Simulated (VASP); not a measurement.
Write the native input for VASP 6.6.1 that does the following.

* Task: relaxation of cell and atoms
* Functional: PBEsol
* Potentials or basis: VASP PAW PBE potentials, release 64 (Zn)
* Cutoff: 600 eV
* k mesh: 12 × 12 × 12
* Occupations: fermi-dirac, width 0.05 eV
* Spin: no spin polarisation
* Target pressure: 10 GPa
* Dipole correction: no
* Further INCAR settings: ALGO = Fast; EDIFF = 1e-06; IBRION = 2; EDIFFG = -0.01; NSW = 60; ISIF = 3

The structure of Zn lies in POSCAR:

```
Zn
1.0
   -1.5690370000      1.5690370000      1.5690370000
    1.5690370000     -1.5690370000      1.5690370000
    1.5690370000      1.5690370000     -1.5690370000
Zn
1
Direct
    0.0000000000      0.0000000000      0.0000000000
```

These files were run (other wordings do the same):

INCAR

```
SYSTEM = Zn
PREC = Accurate
ENCUT = 600
EDIFF = 1E-6
ISMEAR = -1
SIGMA = 0.05
LREAL = .FALSE.
LASPH = .TRUE.
NELM = 100
ALGO = Fast
ISIF = 3
LWAVE = .FALSE.
LCHARG = .FALSE.
GGA = PS
IBRION = 2
NSW = 60
EDIFFG = -0.01
PSTRESS = 100.0
```

KPOINTS

```
regular mesh
0
G
  12 12 12
  0 0 0
```

Potentials or basis: VASP PAW PBE potentials, release 64 (Zn).

Command:

```bash
$ cat potpaw_PBE.64/Zn/POTCAR > POTCAR
$ mpirun -np 1 vasp_std > vasp.out
```

Results of the run:

```
Relaxed volume                                         : 13.08 Å³/atom
Relaxed cell                                           : a = 2.571 Å, b = 2.571 Å, c = 2.571 Å, α = 109.47°, β = 109.47°, γ = 109.47°
Space group after relaxing (to 0.05 Å)                 : Im-3m (No. 229)
Energy change on relaxing (the enthalpy is what falls) : +15.1 meV/atom
Ionic steps                                            : 4
Pressure after relaxing                                : 9.9 GPa
Band gap on the k mesh                                 : zero (band 6 reaches 8.66 eV, above the bottom of band 7 at 3.54 eV)
```

Caveat: the cell is relaxed towards a set pressure, so the enthalpy falls and the energy may rise; the volume moved by over 15 % at a fixed basis, so the end points are rough; the PAW data sets were made with another functional, which shifts forces and pressure a little.

Run time: 18 s on 1 thread of Intel(R) Xeon(R) Platinum 8375C CPU @ 2.90GHz (Ice Lake), with other jobs on the host, peak memory 0.15 GiB.
